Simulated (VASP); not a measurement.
# KCl (P1) in VASP: single point with PBEsol

Aim: the single point of KCl with PBEsol.

All numbers are computed with VASP 6.6.1; they aren't measurements. Logs are shortened: lines on timing, memory, paths and dates and some standing lists are left out, and cuts for length are marked.

## (1) The cell of the first run

The typed cell holds 4 atoms: a = 4.413 Å, b = 4.413 Å, c = 7.644 Å, α = 73.22°, β = 73.22°, γ = 60.00°.

## (2) Single point, PBEsol (atoms displaced along a vibrational mode)

File INCAR:

```
SYSTEM = KCl
ALGO = Normal ; EDIFF = 1E-7
ENCUT = 520 ; GGA = PS
ISIF = 2 ; ISMEAR = 0
LASPH = .TRUE. ; LCHARG = .FALSE.
LREAL = .FALSE. ; LWAVE = .FALSE.
NBANDS = 24 ; NELM = 80
PREC = Accurate ; SIGMA = 0.05
```

File KPOINTS:

```
k-points
0
G
  6 6 6
  0 0 0
```

File POSCAR:

```
KCl
1.0
    0.0000000000     -3.1207041401     -3.1207041401
   -3.1207041401      0.0000000000     -3.1207041401
    3.1207041401      3.1207041401     -6.2414082803
K Cl
2 2
Direct
    0.4892851460      0.5371392879      0.4918648831
    0.0595255555      0.9465904783     -0.0081351169
    0.7230829979      0.7589723340      0.7589723340
    0.2230829979      0.2589723340      0.2589723340
```

Potentials or basis: VASP PAW PBE potentials, release 64 (K_sv, Cl).

On the command line:

```sh
cat potpaw_PBE.64/K_sv/POTCAR potpaw_PBE.64/Cl/POTCAR > POTCAR
mpirun -np 1 vasp_std > vasp.out
```

OUTCAR:

```text
SYSTEM = KCl
   EDIFF = 1E-7
   ENCUT = 520
   GGA = PS
   ISIF = 2
   ISMEAR = 0
   LASPH = .TRUE.
   LREAL = .FALSE.
   NELM = 80
   PREC = Accurate

 ion  position               nearest neighbor table
   1  0.489  0.537  0.492-   4 2.98   4 3.02   3 3.09   4 3.16   3 3.23
   2  0.060  0.947  0.992-   3 2.80   4 3.00   3 3.11   4 3.17
   3  0.723  0.759  0.759-   2 2.80   1 3.09   2 3.11   1 3.23
   4  0.223  0.259  0.259-   1 2.98   2 3.00   1 3.02   1 3.16   2 3.17

  LATTYP: Found a trigonal (rhomboedric) cell.
 ALAT       =     7.6441327815
 COS(alpha) =     0.8333333333

  Lattice vectors:

 A1 = (   3.1207041401,   6.2414082802,  -3.1207041402)
 A2 = (   6.2414082802,   3.1207041401,  -3.1207041402)
 A3 = (   3.1207041401,   3.1207041401,  -6.2414082803)

Analysis of symmetry for initial positions (statically):
=====================================================================
 Subroutine PRICEL returns:
 Original cell was already a primitive cell.

 Routine SETGRP: Setting up the symmetry group for a
 trigonal (rhombohedral) supercell.

 Subroutine GETGRP returns: Found  1 space group operations
 (whereof  1 operations were pure point group operations)
 out of a pool of 12 trial point group operations.

The static configuration has the point symmetry C_1 .

Analysis of symmetry for dynamics (positions and initial velocities):
=====================================================================
 Subroutine PRICEL returns:
 Original cell was already a primitive cell.

 Routine SETGRP: Setting up the symmetry group for a
 trigonal (rhombohedral) supercell.

 Subroutine GETGRP returns: Found  1 space group operations
 (whereof  1 operations were pure point group operations)
 out of a pool of 12 trial point group operations.

The dynamic configuration has the point symmetry C_1 .

 Subroutine INISYM returns: Found  1 space group operations
 (whereof  1 operations are pure point group operations),
 and found     1 'primitive' translations

----------------------------------------------------------------------------------------

                                     Primitive cell

  volume of cell :     121.5676

  direct lattice vectors                    reciprocal lattice vectors
     0.000000000 -3.120704140 -3.120704140     0.080110125 -0.240330376 -0.080110125
    -3.120704140  0.000000000 -3.120704140    -0.240330376  0.080110125 -0.080110125
     3.120704140  3.120704140 -6.241408280     0.080110125  0.080110125 -0.080110125

  length of vectors
     4.413342119  4.413342119  7.644132782     0.265695228  0.265695228  0.138754807

  position of ions in fractional coordinates (direct lattice)
     0.489285146  0.537139288  0.491864883
     0.059525556  0.946590478  0.991864883
     0.723082998  0.758972334  0.758972334
     0.223082998  0.258972334  0.258972334

  ion indices of the primitive-cell ions
   primitive index   ion index
                 1           1
                 2           2
                 3           3
                 4           4

----------------------------------------------------------------------------------------

 KPOINTS: k-points

Automatic generation of k-mesh.
 Grid dimensions read from file:
 generate k-points for:    6    6    6

 Generating k-lattice:

  Cartesian coordinates                     Fractional coordinates (reciprocal lattice)
     0.013351688 -0.040055063 -0.013351688     0.166666667  0.000000000  0.000000000
    -0.040055063  0.013351688 -0.013351688     0.000000000  0.166666667  0.000000000
     0.013351688  0.013351688 -0.013351688     0.000000000  0.000000000  0.166666667

  Length of vectors
     0.044282538  0.044282538  0.023125801

  Shift w.r.t. Gamma in fractional coordinates (k-lattice)
     0.000000000  0.000000000  0.000000000

 Subroutine IBZKPT returns following result:
 ===========================================

 Found    112 irreducible k-points:

 Following reciprocal coordinates:
            Coordinates               Weight
  0.000000  0.000000  0.000000      1.000000
  0.166667  0.000000  0.000000      2.000000
  0.000000  0.166667  0.000000      2.000000
 -0.166667 -0.166667 -0.166667      2.000000
  0.333333  0.000000  0.000000      2.000000
  0.000000  0.333333  0.000000      2.000000
[... 16 lines left out ...]
 -0.166667  0.500000  0.000000      2.000000
 -0.333333  0.500000  0.500000      2.000000
 [... further k-points ...]
   k-points           NKPTS =    112   k-points in BZ     NKDIM =    112   number of bands    NBANDS=     24
   number of dos      NEDOS =    301   number of ions     NIONS =      4
   total plane-waves  NPLWV =  77760
   dimension x,y,z NGX =    36 NGY =   36 NGZ =   60
   dimension x,y,z NGXF=    72 NGYF=   72 NGZF=  120
   ions per type =               2   2
   NGX,Y,Z   is equivalent  to a cutoff of  13.56, 13.56, 13.05 a.u.
   NGXF,Y,Z  is equivalent  to a cutoff of  27.12, 27.12, 26.10 a.u.
 SYSTEM =  KCl
   PREC   = accura    normal or accurate (medium, high low for compatibility)
   ISTART =      0    job   : 0-new  1-cont  2-samecut
   ICHARG =      2    charge: 1-file 2-atom 10-const
   ISPIN  =      1    spin polarized calculation?
   LNONCOLLINEAR =      F non collinear calculations
   LSORBIT =      F    spin-orbit coupling
   LASPH  =      T    aspherical Exc in radial PAW
   ENCUT  =  520.0 eV  38.22 Ry    6.18 a.u.   8.21  8.21 14.21*2*pi/ulx,y,z
   NELM   =     80;   NELMIN=  2; NELMDL= -5     # of ELM steps
   EDIFF  = 0.1E-06   stopping-criterion for ELM
   LREAL  =      F    real-space projection
   EDIFFG = 0.1E-05   stopping-criterion for IOM
   NSW    =      0    number of steps for IOM
   IBRION =     -1    ionic relax: 0-MD 1-quasi-New 2-CG
   NFREE  =      0    steps in history (QN), initial steepest desc. (CG)
   ISIF   =      2    stress and relaxation
   ISYM   =      2    0-nonsym 1-usesym 2-fastsym
   POTIM  = 0.5000    time-step for ionic-motion
   TEBEG  =    0.0;   TEEND  =   0.0 temperature during run
   PSTRESS=    0.0 pullay stress
   NELECT =      32.0000    total number of electrons
   NUPDOWN=      -1.0000    fix difference up-down
   EMIN   =  10.00;   EMAX   =-10.00  energy-range for DOS
   EFERMI =   0.00;   METHOD = LEGACY
   ISMEAR =     0;   SIGMA  =   0.05  broadening in eV -4-tet -1-fermi 0-gaus
   EFERMI_NEDOS =   21; number of points for ismear=-14 and -15
   IALGO  =     38    algorithm
   IMIX   =      4    mixing-type and parameters
     AMIX     =   0.40;   BMIX     =  1.00
     AMIX_MAG =   1.60;   BMIX_MAG =  1.00
  volume/ion in A,a.u.               =      30.39       205.09
  Fermi-wavevector in a.u.,A,eV,Ry     =   1.049185  1.982673 14.977157  1.100790
  Thomas-Fermi vector in A             =   2.184138
   LORBIT       =      0    0 simple, 1 ext, 2 COOP (PROOUT), +10 PAW based schemes
   GGA     = PS    functional components
   LHFCALC =     F    Hartree Fock is set to
   AEXX    =    0.0000 exact exchange contribution
   IVDW    =     0    specifies the selected vdW correction
   LEPSILON=     F    determine dielectric tensor
   LRPA    =     F    only Hartree local field effects (RPA)
 non-spin polarized calculation
 Gauss-broadening in eV      SIGMA  =   0.05
  energy-cutoff  :      520.00
  volume of cell :      121.57
 maximum number of plane-waves:      3292
 NGX is ok and might be reduce to    36
   NGX = 17   NGY = 17   NGZ = 29

 number of electron      32.0000002 magnetization

 Free energy of the ion-electron system (eV)
  ---------------------------------------------------
  ext. energy  EPLUGINS =         0.00000000
  ---------------------------------------------------
  free energy    TOTEN  =       -13.92460933 eV

  energy without entropy =      -13.92460933  energy(sigma->0) =      -13.92460933

 E-fermi :  -1.6250     XC(G=0):  -7.8128

 val. band max:       -1.8294306989   @ k =   0.0000   0.0000   0.0000
 cond. band min:       3.2870674079   @ k =   0.0000   0.0000   0.0000
 fundamental gap:      5.1164981069
 Fermi energy:        -1.6250191242

 k-point     1 :       0.0000    0.0000    0.0000
  band No.  band energies     occupation
      1     -28.7821      2.00000
      2     -28.7471      2.00000
      3     -14.1614      2.00000
      4     -13.9603      2.00000
      5     -12.3236      2.00000
      6     -12.3221      2.00000
[... 16 lines left out ...]
     23       7.4274      0.00000
     24       7.5615      0.00000

 k-point     2 :       0.1667    0.0000    0.0000
  band No.  band energies     occupation
      1     -28.7797      2.00000
      2     -28.7454      2.00000
      3     -14.1110      2.00000
      4     -14.0044      2.00000
      5     -12.3686      2.00000
      6     -12.3325      2.00000
[... 16 lines left out ...]
     23       7.6489      0.00000
     24       8.0008      0.00000

 k-point     3 :       0.0000    0.1667    0.0000
  band No.  band energies     occupation
      1     -28.7797      2.00000
      2     -28.7454      2.00000
      3     -14.1087      2.00000
      4     -14.0021      2.00000
      5     -12.3602      2.00000
      6     -12.3310      2.00000
[... 16 lines left out ...]
     23       7.6763      0.00000
     24       8.0455      0.00000

 k-point     4 :      -0.1667   -0.1667   -0.1667
  band No.  band energies     occupation
      1     -28.7797      2.00000
      2     -28.7454      2.00000
      3     -14.1104      2.00000
      4     -14.0013      2.00000
      5     -12.3582      2.00000
      6     -12.3356      2.00000
[... 16 lines left out ...]
     23       7.7361      0.00000
     24       7.9694      0.00000

 k-point     5 :       0.3333    0.0000    0.0000
  band No.  band energies     occupation
      1     -28.7749      2.00000
      2     -28.7417      2.00000
      3     -14.0715      2.00000
      4     -14.0167      2.00000
      5     -12.4322      2.00000
      6     -12.3516      2.00000
[... 16 lines left out ...]
     23       8.1796      0.00000
     24       8.2688      0.00000

 k-point     6 :       0.0000    0.3333    0.0000
  band No.  band energies     occupation
      1     -28.7749      2.00000
      2     -28.7419      2.00000
      3     -14.0508      2.00000
      4     -14.0235      2.00000
      5     -12.4219      2.00000
      6     -12.3495      2.00000
[... 16 lines left out ...]
     23       8.1273      0.00000
     24       8.2796      0.00000
[... 379 lines left out ...]
 k-point    21 :      -0.3333    0.1667    0.1667
  band No.  band energies     occupation
      1     -28.7725      2.00000
      2     -28.7400      2.00000
      3     -14.0558      2.00000
      4     -14.0122      2.00000
      5     -12.4120      2.00000
      6     -12.3820      2.00000
[... 16 lines left out ...]
     23       8.2783      0.00000
     24       8.7527      0.00000

 k-point    22 :      -0.1667    0.3333   -0.1667
  band No.  band energies     occupation
      1     -28.7725      2.00000
      2     -28.7401      2.00000
      3     -14.0384      2.00000
      4     -14.0201      2.00000
      5     -12.4106      2.00000
      6     -12.3838      2.00000
[... 16 lines left out ...]
     23       8.3804      0.00000
     24       8.6588      0.00000

 k-point    23 :      -0.1667    0.5000    0.0000
  band No.  band energies     occupation
      1     -28.7726      2.00000
      2     -28.7401      2.00000
      3     -14.0399      2.00000
      4     -14.0146      2.00000
      5     -12.4123      2.00000
      6     -12.3878      2.00000
[... 16 lines left out ...]
     23       8.3878      0.00000
     24       8.8834      0.00000

 k-point    24 :      -0.3333    0.5000    0.5000
  band No.  band energies     occupation
      1     -28.7725      2.00000
      2     -28.7401      2.00000
      3     -14.0426      2.00000
      4     -14.0140      2.00000
      5     -12.4008      2.00000
      6     -12.3936      2.00000
[... 16 lines left out ...]
     23       8.3259      0.00000
     24       8.8589      0.00000

 [... further k-points ...]

------------------------ aborting loop because EDIFF is reached ----------------------------------------

  FORCE on cell =-STRESS in cart. coord.  units (eV):
  Direction    XX          YY          ZZ          XY          YZ          ZX
  --------------------------------------------------------------------------------------
  -------------------------------------------------------------------------------------
  Total        0.3559008      1.2386471     -0.0083561      0.1028293      0.0048448     -0.0332274
  in kB        4.6905285     16.3245189     -0.1101270      1.3552194      0.0638510     -0.4379147
  external PRESSURE =       6.9683068 kB  Pullay stress =       0.0000000 kB

 VOLUME and BASIS-vectors are now :
 -----------------------------------------------------------------------------
  energy-cutoff  :      520.00
  volume of cell :      121.57
      direct lattice vectors                 reciprocal lattice vectors
     0.000000000 -3.120704140 -3.120704140     0.080110125 -0.240330376 -0.080110125
    -3.120704140  0.000000000 -3.120704140    -0.240330376  0.080110125 -0.080110125
     3.120704140  3.120704140 -6.241408280     0.080110125  0.080110125 -0.080110125

 POSITION                                       TOTAL-FORCE (eV/Angst)
 -----------------------------------------------------------------------------------
     -0.14129      0.00805     -6.27310         0.217559      0.124700      0.045191
      0.14129      2.90956     -9.33042        -0.182795      0.602074     -0.037826
      0.00000      0.11200     -9.36211        -0.020877     -0.559654     -0.017050
      0.00000      0.11200     -3.12070        -0.013886     -0.167121      0.009685
 -----------------------------------------------------------------------------------
    total drift:                               -0.000210     -0.000232      0.000016

  FREE ENERGIE OF THE ION-ELECTRON SYSTEM (eV)
  ---------------------------------------------------
  free  energy   TOTEN  =       -13.9246093255 eV

  energy  without entropy=      -13.9246093255  energy(sigma->0) =      -13.92460933
```

Wall time 11 min (1 thread of Intel Xeon 8259CL, shared host); peak memory 0.43 GiB.

Results:

- Free energy: -13.9246 eV
- Pressure: 0.7 GPa
- Largest force: 0.630 eV/Å
- Band gap on the k mesh: 5.12 eV

Forces on the atoms (eV/Å):
```
K    0.218  0.125  0.045
K   -0.183  0.602 -0.038
Cl  -0.021 -0.560 -0.017
Cl  -0.014 -0.167  0.010
```

Caveat: the cell differs from its parent crystal (atoms displaced along a vibrational mode); the PAW data sets were made with another functional, which shifts forces and pressure a little.
